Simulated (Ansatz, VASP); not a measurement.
## VSi2 in VASP and in Ansatz

The input INCAR:

```
ALGO = Normal
EDIFF = 1E-6
ENCUT = 520
GGA = PE
ISIF = 2
ISMEAR = 0
LASPH = T
LCHARG = T
LELF = T
LREAL = F
LVHAR = T
LWAVE = F
NBANDS = 42
NELM = 80
PREC = Accurate
SIGMA = 0.1
```

The input KPOINTS:

```
k-points
0
Gamma
  9 9 6
```

POSCAR

```
VSi2
1.0
    4.4997594359      0.0000000000      0.0000000000
   -2.2498797180      3.8969059824      0.0000000000
    0.0000000000      0.0000000000      6.4640878080
V Si
3 6
Direct
    0.5000000000      0.0000000000      0.0000000000
    0.5000000000      0.5000000000      0.6666666667
    0.0000000000      0.5000000000      0.3333333333
    0.1672391985      0.3344783969      0.0000000000
    0.8327608015      0.1672391985      0.6666666667
    0.6655216031      0.8327608015      0.3333333333
    0.8327608015      0.6655216031      0.0000000000
    0.1672391985      0.8327608015      0.6666666667
    0.3344783969      0.1672391985      0.3333333333
```

Input for Ansatz:

```yaml
crystal:
  lattice:
    - [4.4997594359, 0.0, 0.0]
    - [-2.249879718, 3.8969059824, 0.0]
    - [0.0, 0.0, 6.464087808]
  atoms:
    - { symbol: V, position: [0.5, 0.0, 0.0] }
    - { symbol: V, position: [0.5, 0.5, 0.6666666667] }
    - { symbol: V, position: [0.0, 0.5, 0.3333333333] }
    - { symbol: Si, position: [0.1672391985, 0.3344783969, 0.0] }
    - { symbol: Si, position: [0.8327608015, 0.1672391985, 0.6666666667] }
    - { symbol: Si, position: [0.6655216031, 0.8327608015, 0.3333333333] }
    - { symbol: Si, position: [0.8327608015, 0.6655216031, 0.0] }
    - { symbol: Si, position: [0.1672391985, 0.8327608015, 0.6666666667] }
    - { symbol: Si, position: [0.3344783969, 0.1672391985, 0.3333333333] }
basis:
  ecutwfc: 420
kpoints:
  mp_grid: { grid: [9, 9, 6] }
hamiltonian:
  xc: pbe
scf:
  occupations: { method: gaussian, width: 0.1 }
output:
  forces: true
  stress: true
  eigenvalues: true
  write_density: true
  write_potential: true
  elf: true
  volumetric_format: npy
```

Alike in both runs: task single point; functional PBE; k mesh 9 × 9 × 6; occupations gaussian, width 0.1 eV; no spin polarisation.

```csv
,VASP,Ansatz
version,VASP 6.6.1,Ansatz 0.2.0
potentials or method,"VASP PAW PBE potentials, release 64 (V_sv, Si), cutoff 520 eV","scalar-relativistic, plane waves, PAW"
valence electrons in the cell,63,63
```

VASP gave:

```
gap on the k mesh at the Fermi level (eV)                     : none
pressure (GPa)                                                : 2.2
traceless stress, the component that is largest in VASP (GPa) : -5.84
rms of the force components (eV/Å)                            : 0.225
```

Q: Which values does Ansatz return?

A: gap on the k mesh at the Fermi level (eV): none; pressure (GPa): 2.1; traceless stress, the component that is largest in VASP (GPa): -5.84; rms of the force components (eV/Å): 0.225.

Atom by atom the forces differ by 0.000 eV/Å (rms over components). A gap of «none» marks a metal or a gap that the smearing closes. With one functional, cell and mesh, what is left measures potentials, basis and numerics.
